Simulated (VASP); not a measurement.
# Tc (Fm-3m) in VASP: relaxation of cell and atoms with r2SCAN

Aim: the relaxation of cell and atoms of Tc with r2SCAN.

Program: VASP 6.6.1. These are calculated values, not measurements. Logs are shortened: lines on timing, memory, paths and dates and some standing lists are left out, and cuts for length are marked.

## 1. The cell of the first run

The structure is cubic, space group Fm-3m (No. 225). The conventional cell has a = 3.850 Å, b = 3.850 Å, c = 3.850 Å, α = 90.00°, β = 90.00°, γ = 90.00°. Tc (site symmetry m-3m) has 12 Tc at 2.72 Å within 3.6 Å.

This isn't the form of Tc at room conditions, which is hcp.

## 2. Relaxation of cell and atoms, r2SCAN

The input, POSCAR:

```
Tc
1.0
    0.0000000000      1.9250000000      1.9250000000
    1.9250000000      0.0000000000      1.9250000000
    1.9250000000      1.9250000000      0.0000000000
Tc
1
Direct
    0.0000000000      0.0000000000      0.0000000000
```

The input, INCAR.step1:

```
  ALGO = Normal
  EDIFF = 1E-5
  EDIFFG = -0.005
  ENCUT = 550
  GGA = PE
  GGA_COMPAT = False
  IBRION = 2
  ISIF = 3
  ISMEAR = -1
  LASPH = True
  LCHARG = False
  LREAL = False
  LWAVE = True
  NELM = 120
  NELMIN = 4
  NSW = 100
  PREC = Accurate
  SIGMA = 0.05
```

The input, INCAR.step2:

```
  ALGO = Normal
  EDIFF = 1E-7
  EDIFFG = -0.03
  ENCUT = 550
  GGA_COMPAT = False
  IBRION = 2
  ISIF = 3
  ISMEAR = -1
  ISTART = 1
  LASPH = True
  LCHARG = False
  LMIXTAU = True
  LREAL = False
  LWAVE = False
  METAGGA = R2SCAN
  NELM = 120
  NELMIN = 4
  NSW = 80
  PREC = Accurate
  SIGMA = 0.05
```

The input, KPOINTS:

```
k-points
0
Gamma
  9 9 9
```

Potentials or basis: VASP PAW PBE potentials, release 64 (Tc_pv).

Started as:

```
$ cat potpaw_PBE.64/Tc_pv/POTCAR > POTCAR
$ cp INCAR.step1 INCAR
$ mpirun -np 1 vasp_std > vasp.out
$ cp INCAR.step2 INCAR
$ mpirun -np 1 vasp_std > vasp.out
```

OUTCAR:

```text
EDIFF = 1E-7
   EDIFFG = -0.03
   ENCUT = 550
   IBRION = 2
   ISIF = 3
   ISMEAR = -1
   ISTART = 1
   LASPH = True
   LREAL = False
   METAGGA = R2SCAN
   NELM = 120
   NELMIN = 4
   NSW = 80
   PREC = Accurate

 ion  position               nearest neighbor table
   1  0.000  0.000  0.000-

  LATTYP: Found a face centered cubic cell.
 ALAT       =     3.8500000000

  Lattice vectors:

 A1 = (   0.0000000000,   1.9250000000,   1.9250000000)
 A2 = (   1.9250000000,   0.0000000000,   1.9250000000)
 A3 = (   1.9250000000,   1.9250000000,   0.0000000000)

Analysis of symmetry for initial positions (statically):
=====================================================================
 Subroutine PRICEL returns:
 Original cell was already a primitive cell.

 Routine SETGRP: Setting up the symmetry group for a
 face centered cubic supercell.

 Subroutine GETGRP returns: Found 48 space group operations
 (whereof 48 operations were pure point group operations)
 out of a pool of 48 trial point group operations.

The static configuration has the point symmetry O_h .

Analysis of symmetry for dynamics (positions and initial velocities):
=====================================================================
 Subroutine PRICEL returns:
 Original cell was already a primitive cell.

 Routine SETGRP: Setting up the symmetry group for a
 face centered cubic supercell.

 Subroutine GETGRP returns: Found 48 space group operations
 (whereof 48 operations were pure point group operations)
 out of a pool of 48 trial point group operations.

The dynamic configuration has the point symmetry O_h .

 Subroutine INISYM returns: Found 48 space group operations
 (whereof 48 operations are pure point group operations),
 and found     1 'primitive' translations

----------------------------------------------------------------------------------------

                                     Primitive cell

  volume of cell :      14.2667

  direct lattice vectors                    reciprocal lattice vectors
     0.000000000  1.925000000  1.925000000    -0.259740260  0.259740260  0.259740260
     1.925000000  0.000000000  1.925000000     0.259740260 -0.259740260  0.259740260
     1.925000000  1.925000000  0.000000000     0.259740260  0.259740260 -0.259740260

  length of vectors
     2.722361108  2.722361108  2.722361108     0.449883327  0.449883327  0.449883327

  position of ions in fractional coordinates (direct lattice)
     0.000000000  0.000000000  0.000000000

  ion indices of the primitive-cell ions
   primitive index   ion index
                 1           1

----------------------------------------------------------------------------------------

 KPOINTS: k-points

Automatic generation of k-mesh.
 Grid dimensions read from file:
 generate k-points for:    9    9    9

 Generating k-lattice:

  Cartesian coordinates                     Fractional coordinates (reciprocal lattice)
    -0.028860029  0.028860029  0.028860029     0.111111111  0.000000000  0.000000000
     0.028860029 -0.028860029  0.028860029     0.000000000  0.111111111  0.000000000
     0.028860029  0.028860029 -0.028860029     0.000000000  0.000000000  0.111111111

  Length of vectors
     0.049987036  0.049987036  0.049987036

  Shift w.r.t. Gamma in fractional coordinates (k-lattice)
     0.000000000  0.000000000  0.000000000

 Subroutine IBZKPT returns following result:
 ===========================================

 Found     35 irreducible k-points:

 Following reciprocal coordinates:
            Coordinates               Weight
  0.000000  0.000000  0.000000      1.000000
  0.111111  0.000000  0.000000      8.000000
  0.222222  0.000000  0.000000      8.000000
  0.333333  0.000000  0.000000      8.000000
  0.444444  0.000000  0.000000      8.000000
  0.111111  0.111111  0.000000      6.000000
[... 16 lines left out ...]
 -0.333333  0.333333  0.000000     12.000000
  0.444444  0.444444  0.000000      6.000000
 [... further k-points ...]
   k-points           NKPTS =     35   k-points in BZ     NKDIM =     35   number of bands    NBANDS=     10
   number of dos      NEDOS =    301   number of ions     NIONS =      1
   total plane-waves  NPLWV =  13824
   dimension x,y,z NGX =    24 NGY =   24 NGZ =   24
   dimension x,y,z NGXF=    48 NGYF=   48 NGZF=   48
   ions per type =               1
   NGX,Y,Z   is equivalent  to a cutoff of  14.66, 14.66, 14.66 a.u.
   NGXF,Y,Z  is equivalent  to a cutoff of  29.31, 29.31, 29.31 a.u.
 SYSTEM =  unknown system
   PREC   = accura    normal or accurate (medium, high low for compatibility)
   ISTART =      1    job   : 0-new  1-cont  2-samecut
   ICHARG =      0    charge: 1-file 2-atom 10-const
   ISPIN  =      1    spin polarized calculation?
   LNONCOLLINEAR =      F non collinear calculations
   LSORBIT =      F    spin-orbit coupling
   LASPH  =      T    aspherical Exc in radial PAW
   ENCUT  =  550.0 eV  40.42 Ry    6.36 a.u.   5.21  5.21  5.21*2*pi/ulx,y,z
   NELM   =    120;   NELMIN=  4; NELMDL=  0     # of ELM steps
   EDIFF  = 0.1E-06   stopping-criterion for ELM
   LREAL  =      F    real-space projection
   EDIFFG = -.3E-01   stopping-criterion for IOM
   NSW    =     80    number of steps for IOM
   IBRION =      2    ionic relax: 0-MD 1-quasi-New 2-CG
   NFREE  =      1    steps in history (QN), initial steepest desc. (CG)
   ISIF   =      3    stress and relaxation
   ISYM   =      2    0-nonsym 1-usesym 2-fastsym
   POTIM  = 0.5000    time-step for ionic-motion
   TEBEG  =    0.0;   TEEND  =   0.0 temperature during run
   PSTRESS=    0.0 pullay stress
   NELECT =      13.0000    total number of electrons
   NUPDOWN=      -1.0000    fix difference up-down
   EMIN   =  10.00;   EMAX   =-10.00  energy-range for DOS
   EFERMI =   0.00;   METHOD = LEGACY
   ISMEAR =    -1;   SIGMA  =   0.05  broadening in eV -4-tet -1-fermi 0-gaus
   EFERMI_NEDOS =   21; number of points for ismear=-14 and -15
   IALGO  =     38    algorithm
   IMIX   =      4    mixing-type and parameters
     AMIX     =   0.40;   BMIX     =  1.00
     AMIX_MAG =   1.60;   BMIX_MAG =  1.00
  volume/ion in A,a.u.               =      14.27        96.28
  Fermi-wavevector in a.u.,A,eV,Ry     =   1.587140  2.999260 34.273254  2.519013
  Thomas-Fermi vector in A             =   2.686343
   LORBIT       =      0    0 simple, 1 ext, 2 COOP (PROOUT), +10 PAW based schemes
   METAGGA = R2SCAN    functional components
   LHFCALC =     F    Hartree Fock is set to
   AEXX    =    0.0000 exact exchange contribution
   IVDW    =     0    specifies the selected vdW correction
   LEPSILON=     F    determine dielectric tensor
   LRPA    =     F    only Hartree local field effects (RPA)
 conjugate gradient relaxation of ions
 non-spin polarized calculation
  energy-cutoff  :      550.00
  volume of cell :       14.27
 maximum number of plane-waves:       432
 NGX is ok and might be reduce to    24
   NGX = 11   NGY = 11   NGZ = 11

--------------------------------------- Ionic step        1  -------------------------------------------

 number of electron      13.0000000 magnetization

 Free energy of the ion-electron system (eV)
  ---------------------------------------------------
  ext. energy  EPLUGINS =         0.00000000
  ---------------------------------------------------
  free energy    TOTEN  =       -25.89980533 eV

  energy without entropy =      -25.88846000  energy(sigma->0) =      -25.89413267

------------------------ aborting loop because EDIFF is reached ----------------------------------------

  FORCE on cell =-STRESS in cart. coord.  units (eV):
  Direction    XX          YY          ZZ          XY          YZ          ZX
  --------------------------------------------------------------------------------------
  -------------------------------------------------------------------------------------
  Total        0.0821428      0.0821428      0.0821428      0.0000000      0.0000000      0.0000000
  in kB        9.2248189      9.2248189      9.2248189      0.0000000      0.0000000      0.0000000
  external PRESSURE =       9.2248189 kB  Pullay stress =       0.0000000 kB
[... 55 lines left out ...]
  energy  without entropy=      -25.8875356826  energy(sigma->0) =      -25.89314143

--------------------------------------- Ionic step        3  -------------------------------------------

 number of electron      13.0000000 magnetization

 Free energy of the ion-electron system (eV)
  ---------------------------------------------------
  ext. energy  EPLUGINS =         0.00000000
  ---------------------------------------------------
  free energy    TOTEN  =       -25.89991797 eV

  energy without entropy =      -25.88860397  energy(sigma->0) =      -25.89426097

 E-fermi :  12.8618     XC(G=0): -15.1245

 val. band max:       12.6282939210   @ k =   0.4444   0.2222   0.0000
 cond. band min:      12.8782214079   @ k =  -0.4444   0.4444   0.1111
 fundamental gap:      0.2499274868
 Fermi energy:        12.8617642914

 k-point     1 :       0.0000    0.0000    0.0000
  band No.  band energies     occupation
      1     -26.8152      2.00000
      2     -26.8152      2.00000
      3     -26.8152      2.00000
      4       4.8362      2.00000
      5      10.8713      2.00000
      6      10.8713      2.00000
      7      10.8713      2.00000
      8      13.7272      0.00000
      9      13.7272      0.00000
     10      27.3861      0.00000
[... 287 lines left out ...]
 k-point    24 :       0.4444    0.4444    0.0000
  band No.  band energies     occupation
      1     -28.0720      2.00000
      2     -27.2932      2.00000
      3     -27.2932      2.00000
      4       6.6539      2.00000
      5       7.1842      2.00000
      6      15.7256      0.00000
      7      16.0536      0.00000
      8      16.0536      0.00000
      9      16.2066      0.00000
     10      27.0369      0.00000

 [... further k-points ...]

------------------------ aborting loop because EDIFF is reached ----------------------------------------

  FORCE on cell =-STRESS in cart. coord.  units (eV):
  Direction    XX          YY          ZZ          XY          YZ          ZX
  --------------------------------------------------------------------------------------
  -------------------------------------------------------------------------------------
  Total        0.0012696      0.0012696      0.0012696      0.0000000      0.0000000     -0.0000000
  in kB        0.1421767      0.1421767      0.1421767      0.0000000      0.0000000     -0.0000000
  external PRESSURE =       0.1421767 kB  Pullay stress =       0.0000000 kB
[... 16 lines left out ...]
  FREE ENERGIE OF THE ION-ELECTRON SYSTEM (eV)
  ---------------------------------------------------
  free  energy   TOTEN  =       -25.8999179682 eV

  energy  without entropy=      -25.8886039678  energy(sigma->0) =      -25.89426097

 reached required accuracy - stopping structural energy minimisation
```

Wall time 86 s (1 thread of Intel Xeon Platinum 8259CL at 2.50GHz (Skylake/Cascade Lake), shared host); peak memory 0.15 GiB.

Results:

- Free energy: -25.8999 eV
- Relaxed volume: 14.31 Å³/atom
- Relaxed cell: a = 2.725 Å, b = 2.725 Å, c = 2.725 Å, α = 60.00°, β = 60.00°, γ = 60.00°
- Space group after relaxing (to 0.1 Å): Fm-3m (No. 225)
- Energy gained by relaxing: 0.1 meV/atom
- Ionic steps: 3
- Pressure after relaxing: 0.0 GPa
- Band gap on the k mesh: zero (an odd number of electrons rules out a gap without spin polarisation)

Step by step:
```tsv
step	energy change (eV)	largest force (eV/Å)	pressure (GPa)	volume (Å³)
1	0.0000	0.0000	0.92	14.27
2	0.0011	0.0000	-2.84	14.44
3	-0.0001	0.0000	0.01	14.31
```

Final structure:
```xyz
1
Lattice="0.0000 1.9268 1.9268 1.9268 0.0000 1.9268 1.9268 1.9268 0.0000" Properties=species:S:1:pos:R:3 pbc="T T T"
Tc    0.0000    0.0000    0.0000
```

Caveat: the PAW data sets were made with another functional, which shifts forces and pressure a little.

The gap in the log of VASP goes by the Fermi energy; the results here count the filled bands.